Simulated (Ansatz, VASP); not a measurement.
Two plane-wave programs on NiGe

Contents of INCAR:

```
ALGO     = Normal         # electronic algorithm
EDIFF    = 1E-6           # SCF threshold, eV
ENCUT    = 600            # plane-wave cutoff, eV
GGA      = PE             # functional
GGA_COMPAT= False        
ISIF     = 2              # what is computed and relaxed
ISMEAR   = 0              # smearing method
LASPH    = True           # aspherical terms in the spheres
LCHARG   = True           # write CHGCAR
LELF     = True           # ELF
LREAL    = False          # projectors in reciprocal space
LVHAR    = True         
LWAVE    = False          # write WAVECAR
NBANDS   = 58             # bands
NELM     = 120            # most SCF steps
PREC     = Accurate       # precision mode
SIGMA    = 0.1            # smearing width, eV
```

File KPOINTS:

```
k-points
0
Gamma
  8 10 6
```

POSCAR

```
NiGe
1.0
    5.3600000000      0.0000000000      0.0000000000
    0.0000000000      3.4500000000      0.0000000000
    0.0000000000      0.0000000000      5.8000000000
Ni Ge
4 4
Direct
    0.0060000000      0.2500000000      0.1900000000
    0.4940000000      0.7500000000      0.6900000000
    0.9940000000      0.7500000000      0.8100000000
    0.5060000000      0.2500000000      0.3100000000
    0.1900000000      0.2500000000      0.5850000000
    0.3100000000      0.7500000000      0.0850000000
    0.8100000000      0.7500000000      0.4150000000
    0.6900000000      0.2500000000      0.9150000000
```

Input for Ansatz:

```yaml
crystal:
  lattice:
    - [5.36, 0.0, 0.0]
    - [0.0, 3.45, 0.0]
    - [0.0, 0.0, 5.8]
  atoms:
    - { symbol: Ni, position: [0.006, 0.25, 0.19] }
    - { symbol: Ni, position: [0.494, 0.75, 0.69] }
    - { symbol: Ni, position: [0.994, 0.75, 0.81] }
    - { symbol: Ni, position: [0.506, 0.25, 0.31] }
    - { symbol: Ge, position: [0.19, 0.25, 0.585] }
    - { symbol: Ge, position: [0.31, 0.75, 0.085] }
    - { symbol: Ge, position: [0.81, 0.75, 0.415] }
    - { symbol: Ge, position: [0.69, 0.25, 0.915] }
basis:
  ecutwfc: 420
kpoints:
  mp_grid: { grid: [8, 10, 6] }
hamiltonian:
  xc: pbe
  pseudopotentials: { kind: paw, azcp: { folder: soft_1 } }
scf:
  occupations: { method: gaussian, width: 0.1 }
output:
  forces: true
  stress: true
  eigenvalues: true
  write_density: true
  write_potential: true
  elf: true
  volumetric_format: npy
```

Alike in both runs: task single point; functional PBE; k mesh 8 × 10 × 6; occupations gaussian, width 0.1 eV; no spin polarisation.

```csv
,VASP,Ansatz
version,VASP 6.6.1,Ansatz 0.2.0
potentials or method,"VASP PAW PBE potentials, release 64 (Ni, Ge_d), cutoff 600 eV","scalar-relativistic, plane waves, PAW"
valence electrons in the cell,96,128
```

Ansatz gave:

- gap on the k mesh at the Fermi level (eV): none
- pressure (GPa): 3.6
- traceless stress, the component that is largest in VASP (GPa): -0.49
- rms of the force components (eV/Å): 0.060

Question: Which values does VASP return?

Answer: gap on the k mesh at the Fermi level (eV): none; pressure (GPa): 3.8; traceless stress, the component that is largest in VASP (GPa): -0.57; rms of the force components (eV/Å): 0.062.

Atom by atom the forces differ by 0.004 eV/Å (rms over components). A gap of «none» marks a metal or a gap that the smearing closes. With one functional, cell and mesh, what is left measures potentials, basis and numerics. VASP's potentials hold 96 valence electrons a cell and Ansatz's 128, so a difference there can come from the potentials and not from the codes.
